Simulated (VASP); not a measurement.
# CdSe in VASP: single point with PBE

Aim: the single point of CdSe with PBE.

Everything below comes from runs of VASP 6.6.1. Logs are shortened: lines on timing, memory, paths and dates and some standing lists are left out, and cuts for length are marked.

## (1) The cell of the first run

The typed cell holds 2 atoms: a = 4.384 Å, b = 4.379 Å, c = 4.379 Å, α = 60.06°, β = 59.95°, γ = 59.97°.

## (2) Single point, PBE (atom 1 moved 0.45 Å, then relaxed in part)

Contents of INCAR:

```
ALGO = Normal
EDIFF = 1E-6
ENCUT = 520
GGA = PE
ISIF = 2
ISMEAR = 0
LASPH = True
LCHARG = True
LELF = True
LREAL = False
LVHAR = True
LWAVE = False
NBANDS = 16
NELM = 100
PREC = Accurate
SIGMA = 0.05
```

Contents of KPOINTS:

```
k-points
0
Gamma
  8 8 8
```

Contents of POSCAR:

```
CdSe
1.0
   -0.0001336780      3.1006783433      3.0998059790
    3.0931126089      0.0002800629      3.0993922382
    3.0927816529      3.0999336465      0.0006110188
Cd Se
1 1
Direct
    0.0000606979     -0.0000248538     -0.0000676812
    0.7499393021      0.7500248538      0.7500676812
```

Potentials or basis: VASP PAW PBE potentials, release 64 (Cd, Se).

Started as:

```console
$ cat potpaw_PBE.64/Cd/POTCAR potpaw_PBE.64/Se/POTCAR > POTCAR
$ mpirun -np 1 vasp_std > vasp.out
```

OUTCAR:

```text
EDIFF = 1E-6
   ENCUT = 520
   GGA = PE
   ISIF = 2
   ISMEAR = 0
   LASPH = True
   LREAL = False
   NELM = 100
   PREC = Accurate

 ion  position               nearest neighbor table
   1  0.000  1.000  1.000-   2 2.68   2 2.68   2 2.68   2 2.68
   2  0.750  0.750  0.750-   1 2.68   1 2.68   1 2.68   1 2.68

  LATTYP: Found a triclinic cell.
 ALAT       =     4.3784854916
 B/A-ratio  =     1.4128236744
 C/A-ratio  =     1.0013518521
 COS(alpha) =     0.0000610607
 COS(beta)  =     0.5005781991
 COS(gamma) =     0.7063667440

  Lattice vectors:

 A1 = (   3.0929153309,  -0.0007446968,  -3.0991949602)
 A2 = (   6.1860279398,  -0.0004646339,   0.0001972780)
 A3 = (   0.0001336780,  -3.1006783433,  -3.0998059790)

Analysis of symmetry for initial positions (statically):
=====================================================================
 Subroutine PRICEL returns:
 Original cell was already a primitive cell.

 Routine SETGRP: Setting up the symmetry group for a
 triclinic supercell.

 Subroutine GETGRP returns: Found  1 space group operations
 (whereof  1 operations were pure point group operations)
 out of a pool of  2 trial point group operations.

The static configuration has the point symmetry C_1 .

Analysis of symmetry for dynamics (positions and initial velocities):
=====================================================================
 Subroutine PRICEL returns:
 Original cell was already a primitive cell.

 Routine SETGRP: Setting up the symmetry group for a
 triclinic supercell.

 Subroutine GETGRP returns: Found  1 space group operations
 (whereof  1 operations were pure point group operations)
 out of a pool of  2 trial point group operations.

The dynamic configuration has the point symmetry C_1 .

 Subroutine INISYM returns: Found  1 space group operations
 (whereof  1 operations are pure point group operations),
 and found     1 'primitive' translations

----------------------------------------------------------------------------------------

                                     Primitive cell

  volume of cell :      59.4374

  direct lattice vectors                    reciprocal lattice vectors
    -0.000133678  3.100678343  3.099805979    -0.161647654  0.161242915  0.161305572
     3.093112609  0.000280063  3.099392238     0.161637360 -0.161296242  0.161348606
     3.092781653  3.099933646  0.000611019     0.161671883  0.161320472 -0.161358900

  length of vectors
     4.384404556  4.378764430  4.378913945     0.279550942  0.279600584  0.279640460

  position of ions in fractional coordinates (direct lattice)
     0.000060698  0.999975146  0.999932319
     0.749939302  0.750024854  0.750067681

  ion indices of the primitive-cell ions
   primitive index   ion index
                 1           1
                 2           2

----------------------------------------------------------------------------------------

 KPOINTS: k-points

Automatic generation of k-mesh.
 Grid dimensions read from file:
 generate k-points for:    8    8    8

 Generating k-lattice:

  Cartesian coordinates                     Fractional coordinates (reciprocal lattice)
    -0.020205957  0.020155364  0.020163197     0.125000000 -0.000000000 -0.000000000
     0.020204670 -0.020162030  0.020168576     0.000000000  0.125000000 -0.000000000
     0.020208985  0.020165059 -0.020169862     0.000000000  0.000000000  0.125000000

  Length of vectors
     0.034943868  0.034950073  0.034955058

  Shift w.r.t. Gamma in fractional coordinates (k-lattice)
     0.000000000  0.000000000  0.000000000

 Subroutine IBZKPT returns following result:
 ===========================================

 Found    260 irreducible k-points:

 Following reciprocal coordinates:
            Coordinates               Weight
  0.000000  0.000000  0.000000      1.000000
  0.125000 -0.000000 -0.000000      2.000000
  0.250000 -0.000000 -0.000000      2.000000
  0.375000 -0.000000 -0.000000      2.000000
  0.500000 -0.000000 -0.000000      1.000000
  0.000000  0.125000 -0.000000      2.000000
[... 16 lines left out ...]
  0.125000  0.375000  0.000000      2.000000
  0.250000  0.375000  0.000000      2.000000
 [... further k-points ...]
   k-points           NKPTS =    260   k-points in BZ     NKDIM =    260   number of bands    NBANDS=     16
   number of dos      NEDOS =    301   number of ions     NIONS =      2
   total plane-waves  NPLWV =  46656
   dimension x,y,z NGX =    36 NGY =   36 NGZ =   36
   dimension x,y,z NGXF=    72 NGYF=   72 NGZF=   72
   ions per type =               1   1
   NGX,Y,Z   is equivalent  to a cutoff of  13.65, 13.67, 13.67 a.u.
   NGXF,Y,Z  is equivalent  to a cutoff of  27.30, 27.34, 27.33 a.u.
 SYSTEM =  unknown system
   PREC   = accura    normal or accurate (medium, high low for compatibility)
   ISTART =      0    job   : 0-new  1-cont  2-samecut
   ICHARG =      2    charge: 1-file 2-atom 10-const
   ISPIN  =      1    spin polarized calculation?
   LNONCOLLINEAR =      F non collinear calculations
   LSORBIT =      F    spin-orbit coupling
   LASPH  =      T    aspherical Exc in radial PAW
   ENCUT  =  520.0 eV  38.22 Ry    6.18 a.u.   8.15  8.14  8.14*2*pi/ulx,y,z
   NELM   =    100;   NELMIN=  2; NELMDL= -5     # of ELM steps
   EDIFF  = 0.1E-05   stopping-criterion for ELM
   LREAL  =      F    real-space projection
   EDIFFG = 0.1E-04   stopping-criterion for IOM
   NSW    =      0    number of steps for IOM
   IBRION =     -1    ionic relax: 0-MD 1-quasi-New 2-CG
   NFREE  =      0    steps in history (QN), initial steepest desc. (CG)
   ISIF   =      2    stress and relaxation
   ISYM   =      2    0-nonsym 1-usesym 2-fastsym
   POTIM  = 0.5000    time-step for ionic-motion
   TEBEG  =    0.0;   TEEND  =   0.0 temperature during run
   PSTRESS=    0.0 pullay stress
   NELECT =      18.0000    total number of electrons
   NUPDOWN=      -1.0000    fix difference up-down
   EMIN   =  10.00;   EMAX   =-10.00  energy-range for DOS
   EFERMI =   0.00;   METHOD = LEGACY
   ISMEAR =     0;   SIGMA  =   0.05  broadening in eV -4-tet -1-fermi 0-gaus
   EFERMI_NEDOS =   21; number of points for ismear=-14 and -15
   IALGO  =     38    algorithm
   IMIX   =      4    mixing-type and parameters
     AMIX     =   0.40;   BMIX     =  1.00
     AMIX_MAG =   1.60;   BMIX_MAG =  1.00
  volume/ion in A,a.u.               =      29.72       200.55
  Fermi-wavevector in a.u.,A,eV,Ry     =   1.099375  2.077517 16.444344  1.208625
  Thomas-Fermi vector in A             =   2.235768
   LORBIT       =      0    0 simple, 1 ext, 2 COOP (PROOUT), +10 PAW based schemes
   GGA     = PE    functional components
   LHFCALC =     F    Hartree Fock is set to
   AEXX    =    0.0000 exact exchange contribution
   IVDW    =     0    specifies the selected vdW correction
   LEPSILON=     F    determine dielectric tensor
   LRPA    =     F    only Hartree local field effects (RPA)
 non-spin polarized calculation
 Gauss-broadening in eV      SIGMA  =   0.05
  energy-cutoff  :      520.00
  volume of cell :       59.44
 maximum number of plane-waves:      1639
 NGX is ok and might be reduce to    36
   NGX = 17   NGY = 17   NGZ = 17

 number of electron      18.0000000 magnetization

 Free energy of the ion-electron system (eV)
  ---------------------------------------------------
  ext. energy  EPLUGINS =         0.00000000
  ---------------------------------------------------
  free energy    TOTEN  =        -5.49921201 eV

  energy without entropy =       -5.49921201  energy(sigma->0) =       -5.49921201

 E-fermi :   0.7823     XC(G=0):  -8.6377

 val. band max:        0.5240760780   @ k =   0.0000   0.0000   0.0000
 cond. band min:       1.0140463335   @ k =   0.0000   0.0000   0.0000
 fundamental gap:      0.4899702554
 Fermi energy:         0.7823410160

 k-point     1 :       0.0000    0.0000    0.0000
  band No.  band energies     occupation
      1     -11.7802      2.00000
      2      -7.2451      2.00000
      3      -7.2448      2.00000
      4      -7.2440      2.00000
      5      -6.9267      2.00000
      6      -6.9263      2.00000
[... 8 lines left out ...]
     15      11.4764      0.00000
     16      11.5080      0.00000

 k-point     2 :       0.1250   -0.0000   -0.0000
  band No.  band energies     occupation
      1     -11.7331      2.00000
      2      -7.2301      2.00000
      3      -7.2297      2.00000
      4      -7.1998      2.00000
      5      -6.9273      2.00000
      6      -6.9270      2.00000
[... 8 lines left out ...]
     15      10.7771      0.00000
     16      10.8114      0.00000

 k-point     3 :       0.2500   -0.0000   -0.0000
  band No.  band energies     occupation
      1     -11.6184      2.00000
      2      -7.1980      2.00000
      3      -7.1974      2.00000
      4      -7.0523      2.00000
      5      -6.9245      2.00000
      6      -6.9244      2.00000
[... 8 lines left out ...]
     15      10.5269      0.00000
     16      10.5657      0.00000

 k-point     4 :       0.3750   -0.0000   -0.0000
  band No.  band energies     occupation
      1     -11.5025      2.00000
      2      -7.1726      2.00000
      3      -7.1718      2.00000
      4      -6.9140      2.00000
      5      -6.9135      2.00000
      6      -6.8163      2.00000
[... 8 lines left out ...]
     15      11.3495      0.00000
     16      11.3574      0.00000
[... 324 lines left out ...]
 k-point    22 :       0.0000    0.3750    0.0000
  band No.  band energies     occupation
      1     -11.5024      2.00000
      2      -7.1727      2.00000
      3      -7.1718      2.00000
      4      -6.9139      2.00000
      5      -6.9135      2.00000
      6      -6.8160      2.00000
[... 8 lines left out ...]
     15      11.3528      0.00000
     16      11.3543      0.00000

 k-point    23 :       0.1250    0.3750    0.0000
  band No.  band energies     occupation
      1     -11.5103      2.00000
      2      -7.1686      2.00000
      3      -7.1521      2.00000
      4      -6.9622      2.00000
      5      -6.9045      2.00000
      6      -6.8493      2.00000
[... 8 lines left out ...]
     15      11.4745      0.00000
     16      11.9387      0.00000

 k-point    24 :       0.2500    0.3750    0.0000
  band No.  band energies     occupation
      1     -11.4738      2.00000
      2      -7.1239      2.00000
      3      -7.1044      2.00000
      4      -7.0240      2.00000
      5      -6.8939      2.00000
      6      -6.8292      2.00000
[... 8 lines left out ...]
     15      12.4073      0.00000
     16      13.4415      0.00000

 [... further k-points ...]

------------------------ aborting loop because EDIFF is reached ----------------------------------------

  FORCE on cell =-STRESS in cart. coord.  units (eV):
  Direction    XX          YY          ZZ          XY          YZ          ZX
  --------------------------------------------------------------------------------------
  -------------------------------------------------------------------------------------
  Total        0.1091149      0.0944765      0.0962676      0.0010151     -0.0017862     -0.0006865
  in kB        2.9412716      2.5466820      2.5949631      0.0273634     -0.0481476     -0.0185048
  external PRESSURE =       2.6943056 kB  Pullay stress =       0.0000000 kB

 VOLUME and BASIS-vectors are now :
 -----------------------------------------------------------------------------
  energy-cutoff  :      520.00
  volume of cell :       59.44
      direct lattice vectors                 reciprocal lattice vectors
    -0.000133678  3.100678343  3.099805979    -0.161647654  0.161242915  0.161305572
     3.093112609  0.000280063  3.099392238     0.161637360 -0.161296242  0.161348606
     3.092781653  3.099933646  0.000611019     0.161671883  0.161320472 -0.161358900

 POSITION                                       TOTAL-FORCE (eV/Angst)
 -----------------------------------------------------------------------------------
      6.18561      3.10019      3.10011         0.000687     -0.000149     -0.000155
      4.63961      4.65069      4.64975        -0.000687      0.000149      0.000155
 -----------------------------------------------------------------------------------
    total drift:                               -0.000006     -0.000003      0.000000

  FREE ENERGIE OF THE ION-ELECTRON SYSTEM (eV)
  ---------------------------------------------------
  free  energy   TOTEN  =        -5.4992120099 eV

  energy  without entropy=       -5.4992120099  energy(sigma->0) =       -5.49921201
```

Wall time 2.8 min (1 thread of Intel Xeon Platinum 8259CL at 2.50GHz (Skylake/Cascade Lake), shared host); peak memory 0.4 GiB.

What came out:

```
Free energy            : -5.4992 eV
Pressure               : 0.3 GPa
Band gap on the k mesh : 0.49 eV, direct
```

Caveat: the cell differs from its parent crystal (atom 1 moved 0.45 Å, then relaxed in part).
